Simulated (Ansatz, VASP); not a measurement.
One calculation of Pt, two programs

The input INCAR:

```
PREC = Accurate
ENCUT = 520
EDIFF = 1E-6
ISMEAR = -1
SIGMA = 0.1
LREAL = F
LASPH = T
NELM = 60
ALGO = Normal
ISIF = 2
LWAVE = F
LCHARG = F
GGA = PS
NBANDS = 11
```

Contents of KPOINTS:

```
regular mesh
0
Gamma
  15 15 15
```

File POSCAR:

```
Pt
1.0
    2.3820708720      0.0000000000      0.0000000000
    0.0000000000      2.3820708720      0.0000000000
    0.0000000000      0.0000000000      2.3820708720
Pt
1
Direct
    0.0000000000      0.0000000000      0.0000000000
```

Input for Ansatz:

```yaml
crystal:
  lattice:
    - [2.382070872, 0.0, 0.0]
    - [0.0, 2.382070872, 0.0]
    - [0.0, 0.0, 2.382070872]
  atoms:
    - { symbol: Pt, position: [0.0, 0.0, 0.0] }
kpoints:
  mp_grid: { grid: [15, 15, 15] }
scf:
  occupations: { method: fermi_dirac, width: 0.1 }
hamiltonian:
  xc: pbesol
  pseudopotentials: { kind: paw }
output:
  forces: true
  stress: true
  eigenvalues: true
  populations: true
  write_density: true
  write_potential: true
  elf: true
  volumetric_format: npy
```

Change from the starting cell: volume scaled by 0.78, PAW files.

Alike in both runs: task single point; functional PBEsol; k mesh 15 × 15 × 15; occupations fermi-dirac, width 0.1 eV; no spin polarisation.

|  | VASP | Ansatz |
| --- | --- | --- |
| version | VASP 6.6.1 | Ansatz 0.2.0 |
| potentials or method | VASP PAW PBE potentials, release 64 (Pt) | PAW with Ansatz's default frozen-core files, scalar-relativistic |
| plane-wave cutoff (eV) | 520 | 420 |
| valence electrons in the cell | 10 | 18 |

VASP gave:

```
pressure (GPa) : 102.5
```

Q: What did Ansatz give for the same quantities?

A: Pressure (GPa): 103.0.

VASP's potentials were made for PBE, not for PBEsol. Both programs put the cell under a high pressure, so it lies far from rest at this level. The functional is the same, so the differences come from potentials, cutoffs and numerics. VASP's potentials hold 10 valence electrons a cell and Ansatz's 18, so a difference there can come from the potentials and not from the codes.

Spin-orbit coupling is off throughout. Noted on VASP's run: the cell as given lies far from equilibrium.
